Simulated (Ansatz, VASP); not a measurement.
# One calculation of WS2, two programs

```
W S
1.0
     2.85390    0.00000    0.00000
    -1.42695    2.47155    0.00000
     0.00000    0.00000   14.02238
W S
2 4
Direct
  0.33333 0.66667 0.25000
  0.66667 0.33333 0.75000
  0.33333 0.66667 0.61645
  0.66667 0.33333 0.11645
  0.33333 0.66667 0.88355
  0.66667 0.33333 0.38355
```

Alike in both runs: task single point; functional PBEsol; dispersion D3(BJ); k mesh 12 × 12 × 4; occupations gaussian, width 0.05 eV; no spin polarisation.

```csv
,VASP,Ansatz
version,VASP 6.6.1,Ansatz 0.2.0
potentials or method,"VASP PAW PBE potentials, release 64 (W_sv, S), cutoff 520 eV","scalar-relativistic, plane waves, PAW"
valence electrons in the cell,52,52
```

```csv
,VASP,Ansatz,Ansatz less VASP
gap on the k mesh at the Fermi level (eV),none,none,-
pressure (GPa),0.0,-0.2,-0.21
"traceless stress, the component that is largest in VASP (GPa)",-40.73,-40.58,+0.145
rms of the force components (eV/Å),1.381,1.388,+0.0074
```

VASP's potentials were made for PBE, not for PBEsol. Atom by atom the forces differ by 0.007 eV/Å (rms over components). A gap of «none» marks a metal or a gap that the smearing closes.

Neither program's run includes spin-orbit coupling.
